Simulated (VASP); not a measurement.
# P in VASP: further runs, part 2 of 2

VASP 6.6.1. The steps go on from the part before.

**4. Single point, PBE**

File INCAR:

```
PREC = Accurate
ENCUT = 520
EDIFF = 1E-6
ISMEAR = 0
SIGMA = 0.02
LREAL = False
LASPH = True
NELM = 100
ALGO = Normal
ISIF = 2
LWAVE = False
LCHARG = True
GGA = PE
LELF = True
LVHAR = True
NBANDS = 30
```

File KPOINTS:

```
regular mesh
0
Gamma
  6 6 6
```

File POSCAR:

```
P
1.0
   -3.9390490000      3.9390490000      3.2191620000
    3.9390490000     -3.9390490000      3.2191620000
    3.9390490000      3.9390490000     -3.2191620000
P
8
Direct
    0.2767905000      0.4071735000      0.7505030000
    0.6566705000      0.5262875000      0.2494970000
    0.2762875000      0.9066705000      0.7494970000
    0.1571735000      0.5267905000      0.2505030000
    0.0933295000      0.8428265000      0.3696170000
    0.4732095000      0.7237125000      0.6303830000
    0.5928265000      0.3433295000      0.8696170000
    0.4737125000      0.7232095000      0.1303830000
```

Potentials or basis: VASP PAW PBE potentials, release 64 (P).

Launch:

```console
> cat potpaw_PBE.64/P/POTCAR > POTCAR
> mpirun -np 1 vasp_std > vasp.out
```

OUTCAR:

```text
PREC = Accurate
   ENCUT = 520
   EDIFF = 1E-6
   ISMEAR = 0
   LREAL = False
   LASPH = True
   NELM = 100
   ISIF = 2
   GGA = PE

 ion  position               nearest neighbor table
   1  0.277  0.407  0.751-   6 2.25   7 2.26   8 2.26
   2  0.657  0.526  0.249-   5 2.25   8 2.26   7 2.26
   3  0.276  0.907  0.749-   7 2.25   6 2.26   5 2.26
   4  0.157  0.527  0.251-   8 2.25   5 2.26   6 2.26
[... 1009 lines left out ...]
  -------------------------------------------------------------------------------------
  Total       -0.3054656     -0.3054656     -0.3196631      0.0000000      0.0000000      0.0000000
  in kB       -2.4495557     -2.4495557     -2.5634063      0.0000000      0.0000000      0.0000000
  external PRESSURE =      -2.4875059 kB  Pullay stress =       0.0000000 kB

 VOLUME and BASIS-vectors are now :
 -----------------------------------------------------------------------------
  energy-cutoff  :      520.00
  volume of cell :      199.80
      direct lattice vectors                 reciprocal lattice vectors
    -3.939049000  3.939049000  3.219162000     0.000000000  0.126934191  0.155319925
     3.939049000 -3.939049000  3.219162000     0.126934191  0.000000000  0.155319925
     3.939049000  3.939049000 -3.219162000     0.126934191  0.126934191  0.000000000

 POSITION                                       TOTAL-FORCE (eV/Angst)
 -----------------------------------------------------------------------------------
      3.46985      2.44268     -0.21420         0.020821      0.032158      0.050551
      0.46920      1.49637      3.00496        -0.020821     -0.032158      0.050551
      5.43541      0.46920      1.39538        -0.032158     -0.020821      0.050551
      2.44268     -0.46920      1.39538         0.032158      0.020821      0.050551
      4.40824     -1.49637      1.82378        -0.020821      0.032158     -0.050551
      3.46985      1.49637      1.82378         0.020821     -0.032158     -0.050551
      2.44268      4.40824      0.21420         0.032158     -0.020821     -0.050551
      1.49637     -0.46920      3.43336        -0.032158      0.020821     -0.050551
 -----------------------------------------------------------------------------------
    total drift:                                0.000000      0.000000      0.000000

  FREE ENERGIE OF THE ION-ELECTRON SYSTEM (eV)
  ---------------------------------------------------
  free  energy   TOTEN  =       -42.7507343287 eV

  energy  without entropy=      -42.7507343287  energy(sigma->0) =      -42.75073433
```

stdout:

```text
POSCAR found type information on POSCAR P
 POSCAR found :  1 types and       8 ions
 scaLAPACK will be used
 LDA part: xc-table for (Slater+PW92), standard interpolation
 POSCAR, INCAR and KPOINTS ok, starting setup
 FFT: planning ... GRIDC
 FFT: planning ... GRID_SOFT
 FFT: planning ... GRID
 WAVECAR not read
 entering main loop
```

It took 4 min on 1 thread of Oxide Virtual Turin-like, shared host; peak memory 0.33 GiB.

Results:

```
Free energy            : -42.7507 eV
Pressure               : -0.2 GPa
Largest force          : 0.063 eV/Å
Band gap on the k mesh : 1.63 eV, indirect (least direct gap 1.71 eV)
```

Forces in eV/Å, atoms in the order of the input:
```
P    0.021  0.032  0.051
P   -0.021 -0.032  0.051
P   -0.032 -0.021  0.051
P    0.032  0.021  0.051
P   -0.021  0.032 -0.051
P    0.021 -0.032 -0.051
P    0.032 -0.021 -0.051
P   -0.032  0.021 -0.051
```

A k mesh can miss the band edges. PBE gaps usually lie below the measured ones, often by a third to a half.

**5. Single point, PBE**

File INCAR:

```
SYSTEM = P
PREC     = Accurate       ! precision mode
ENCUT    = 520            ! plane-wave cutoff, eV
EDIFF    = 1E-7           ! SCF threshold, eV
ISMEAR   = 0              ! smearing method
SIGMA    = 0.02           ! smearing width, eV
LREAL    = .False.        ! projectors in reciprocal space
LASPH    = .True.         ! aspherical terms in the spheres
NELM     = 80             ! most SCF steps
ALGO     = Normal         ! electronic algorithm
ISIF     = 2              ! what is computed and relaxed
LWAVE    = .False.        ! write WAVECAR
LCHARG   = .False.        ! write CHGCAR
GGA      = PE             ! functional
NBANDS   = 30             ! bands
```

File KPOINTS:

```
regular mesh
0
Gamma
  6 6 6
  0 0 0
```

POSCAR is that of step 4.

Launch:

```console
> cat potpaw_PBE.64/P/POTCAR > POTCAR
> mpirun -np 1 vasp_std > vasp.out
```

Wall time 3.7 min (1 thread of Oxide Virtual Turin-like, shared host); peak memory 0.33 GiB.

The run converged. Its results:

* Free energy: -42.7507 eV
* Pressure: -0.3 GPa
* Largest force: 0.063 eV/Å
* Band gap on the k mesh: 1.63 eV, indirect (least direct gap 1.71 eV)

Forces in eV/Å, atoms in the order of the input:
```
P    0.021  0.032  0.050
P   -0.021 -0.032  0.050
P   -0.032 -0.021  0.050
P    0.032  0.021  0.050
P   -0.021  0.032 -0.050
P    0.021 -0.032 -0.050
P    0.032 -0.021 -0.050
P   -0.032  0.021 -0.050
```

Levels at points of the mesh, in eV from the valence-band top:
| k point | band 17 | band 18 | band 19 | band 20 | band 21 | band 22 | band 23 | band 24 |
| --- | --- | --- | --- | --- | --- | --- | --- | --- |
| (0.00, 0.00, 0.00) | -1.64 | -0.80 | -0.65 | -0.65 | 2.43 | 2.61 | 2.61 | 3.30 |
| (0.50, 0.00, 0.00) | -0.97 | -0.91 | -0.17 | -0.08 | 1.63 | 2.77 | 2.79 | 2.93 |
| (0.50, 0.50, 0.00) | -0.77 | -0.77 | -0.68 | -0.68 | 2.20 | 2.20 | 2.72 | 2.72 |
| (0.50, 0.50, 0.50) | -0.74 | -0.74 | -0.58 | -0.58 | 2.31 | 2.31 | 2.48 | 2.48 |

**6. Single point, PBE**

File INCAR:

```
SYSTEM = P
  ALGO = Normal
  EDIFF = 1E-6
  ENCUT = 520
  GGA = PE
  ISIF = 2
  ISMEAR = 0
  LASPH = .True.
  LCHARG = .False.
  LREAL = .False.
  LWAVE = .False.
  NBANDS = 30
  NELM = 100
  PREC = Accurate
  SIGMA = 0.1
```

File KPOINTS:

```
k-points
0
Gamma
  4 4 4
  0 0 0
```

File POSCAR:

```
P
1.0
   -3.9482265933      3.9506362356      3.2011481244
    3.9507153480     -3.9504279168      3.2037430043
    3.9479863203      3.9501551636     -3.2008275513
P
8
Direct
    0.2764431394      0.4085546772      0.7524564739
    0.6558054369      0.5237314592      0.2474806524
    0.2739011652      0.9060699376      0.7476386472
    0.1583626717      0.5262290556      0.2525246297
    0.0938906414      0.8414238200      0.3678406024
    0.4738044489      0.7263237904      0.6321197271
    0.5915864096      0.3439472795      0.8677948927
    0.4762060867      0.7237199804      0.1321443749
```

Potentials or basis: VASP PAW PBE potentials, release 64 (P).

Launch:

```console
> cat potpaw_PBE.64/P/POTCAR > POTCAR
> mpirun -np 1 vasp_std > vasp.out
```

Run time: 5 min. Hardware: 1 thread of Oxide Virtual Turin-like, shared host; peak memory 0.34 GiB.

The run converged. Its results:

| Property | Result |
| --- | --- |
| Free energy | -42.7433 eV |
| Pressure | -0.2 GPa |
| Largest force | 0.065 eV/Å |
| Band gap on the k mesh | 1.64 eV, indirect (least direct gap 1.70 eV) |

Forces on the atoms (eV/Å):
```
P    0.010  0.037  0.049
P   -0.005 -0.034  0.048
P   -0.035 -0.011  0.042
P    0.037  0.009  0.053
P   -0.009  0.038 -0.048
P    0.003 -0.036 -0.050
P    0.037 -0.011 -0.043
P   -0.038  0.008 -0.052
```

Stress tensor (GPa, compression positive):
```
-0.24  0.00 -0.02
 0.00 -0.26  0.00
-0.02  0.00 -0.17
```

Levels at points of the mesh, in eV from the valence-band top:
```
           k point  band 17  band 18  band 19  band 20  band 21  band 22  band 23  band 24
(0.00, 0.00, 0.00)    -1.66    -0.81    -0.65    -0.65     2.43     2.60     2.60     3.34
(0.50, 0.00, 0.00)    -0.97    -0.87    -0.18    -0.06     1.64     2.74     2.81     2.93
(0.00, 0.50, 0.50)    -0.97    -0.87    -0.18    -0.06     1.64     2.74     2.81     2.93
(0.00, 0.50, 0.00)    -0.97    -0.87    -0.18    -0.06     1.65     2.74     2.81     2.93
(0.50, 0.50, 0.00)    -0.78    -0.78    -0.69    -0.69     2.21     2.21     2.71     2.72
(0.00, 0.00, 0.50)    -0.78    -0.78    -0.69    -0.69     2.21     2.21     2.71     2.71
(0.50, 0.00, 0.50)    -0.97    -0.87    -0.18    -0.06     1.64     2.74     2.81     2.93
(0.50, 0.50, 0.50)    -0.73    -0.73    -0.59    -0.58     2.28     2.28     2.46     2.46
```

**7. Overview**

| cell | k mesh | smearing | gap on the mesh (eV) | pressure (GPa) | largest force (eV/Å) |
| --- | --- | --- | --- | --- | --- |
| a = 6.434 Å, angles 104.5, 104.5, 120.0°, 8 atoms | 4 × 4 × 4 | gaussian 0.1 eV | 1.63 | -0.2 | 0.06 |
| a = 6.434 Å, angles 104.5, 104.5, 120.0°, 8 atoms | 6 × 6 × 6 | gaussian 0.02 eV | 1.63 | -0.3 | 0.06 |
| a = 6.438, b = 6.440, c = 6.437 Å, angles 104.3, 104.3, 120.4°, 8 atoms | 4 × 4 × 4 | gaussian 0.1 eV | 1.64 | -0.2 | 0.07 |

Alike in all rows: task single point; level PBE; potentials or basis VASP PAW PBE potentials, release 64 (P); no spin polarisation; cutoff (eV) 520.

Total energies depend on the potentials used, so only differences within one code and one set of settings carry meaning.
